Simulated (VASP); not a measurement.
Wanted: the native input for a VASP 6.6.1 run.

- Task: single point
- Functional: PBE
- Potentials or basis: VASP PAW PBE potentials, release 64 (B, C)
- Cutoff: 600 eV
- k mesh: 5 × 5 × 3
- Occupations: gaussian, width 0.2 eV
- Spin: no spin polarisation
- Dipole correction: no
- Further INCAR settings: ALGO = Normal; EDIFF = 1e-06; NBANDS = 20

The structure of B6C lies in POSCAR:

```
B6C
1.0
    3.3978073508      0.0000000000      0.0000000000
   -1.6989036754      2.9425874830      0.0000000000
    0.0000000000      0.0000000000      7.4331778144
B C
6 1
Direct
    0.5000000000      0.0000000000      0.5000000000
    0.0000000000      0.5000000000      0.5000000000
    0.5000000000      0.5000000000      0.5000000000
    0.5000000000      0.0000000000      0.0000000000
    0.0000000000      0.5000000000      0.0000000000
    0.5000000000      0.5000000000      0.0000000000
    0.0000000000      0.0000000000      0.5000000000
```

The cell was built from a structure type or drawn by symmetry, and may not be a known phase.

These files were run (other wordings do the same):

INCAR

```
SYSTEM = B6C
PREC     = Accurate       ! precision mode
ENCUT    = 600            ! plane-wave cutoff, eV
EDIFF    = 1E-6           ! SCF threshold, eV
ISMEAR   = 0              ! smearing method
SIGMA    = 0.2            ! smearing width, eV
LREAL    = .False.        ! projectors in reciprocal space
LASPH    = .True.         ! aspherical terms in the spheres
NELM     = 120            ! most SCF steps
ALGO     = Normal         ! electronic algorithm
ISIF     = 2              ! what is computed and relaxed
LWAVE    = .False.        ! write WAVECAR
LCHARG   = .True.         ! write CHGCAR
GGA      = PE             ! functional
LELF     = .True.         ! ELF
LVHAR    = .True.       
NBANDS   = 20             ! bands
GGA_COMPAT= .False.
```

KPOINTS

```
regular mesh
0
Gamma
  5 5 3
  0 0 0
```

Potentials or basis: VASP PAW PBE potentials, release 64 (B, C).

Run with:

```sh
$ cat potpaw_PBE.64/B/POTCAR potpaw_PBE.64/C/POTCAR > POTCAR
$ mpirun -np 1 vasp_std > vasp.out
```

It gave:

```yaml
Pressure: 0.4 GPa
Band_gap_on_the_k_mesh: zero (bands 11 and 12 overlap by 0.24 eV)
```

Caveat: the k points lie up to 0.43 Å⁻¹ apart; this functional lacks dispersion, which binds the layers, so the pressure and a relaxed spacing across them are unreliable.

Wall time 45 s on 1 thread of AMD EPYC 7R13 (shared host), peak memory 0.17 GiB.
